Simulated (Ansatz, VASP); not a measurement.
One calculation of GaN, two programs

```
CELL_PARAMETERS angstrom
0.00000 -2.24909 -2.30914
0.00000 2.24909 -2.30914
4.61828 0.00000 0.00000
ATOMIC_POSITIONS crystal
Ga 0.49844 0.49844 0.50000
Ga 0.00156 0.00156 0.00000
N 0.01289 0.48711 0.25000
N 0.48711 0.01289 0.75000
```

Change from the starting cell: mode 11 frozen in at -0.058 Å, equal normal strain along x and y +0.0267.

Alike in both runs: task single point; functional PBEsol; k mesh 8 × 8 × 6; occupations gaussian, width 0.05 eV; no spin polarisation.

|  | VASP | Ansatz |
| --- | --- | --- |
| version | VASP 6.6.1 | Ansatz 0.2.0 |
| potentials or method | VASP PAW PBE potentials, release 64 (Ga_d, N), cutoff 520 eV | scalar-relativistic, plane waves, PAW |
| valence electrons in the cell | 36 | 36 |

|  | VASP | Ansatz | Ansatz less VASP |
| --- | --- | --- | --- |
| gap on the k mesh at the Fermi level (eV) | 1.31 | 1.29 | -0.013 |
| least direct gap on the mesh (eV) | 1.31 | 1.29 | -0.013 |
| pressure (GPa) | -8.6 | -8.4 | +0.17 |
| traceless stress, the component that is largest in VASP (GPa) | 1.79 | 1.77 | -0.018 |
| rms of the force components (eV/Å) | 0.415 | 0.419 | +0.0040 |

VASP's potentials were made for PBE, not for PBEsol, and Ansatz warns of the same on its side. Atom by atom the forces differ by 0.005 eV/Å (rms over components).
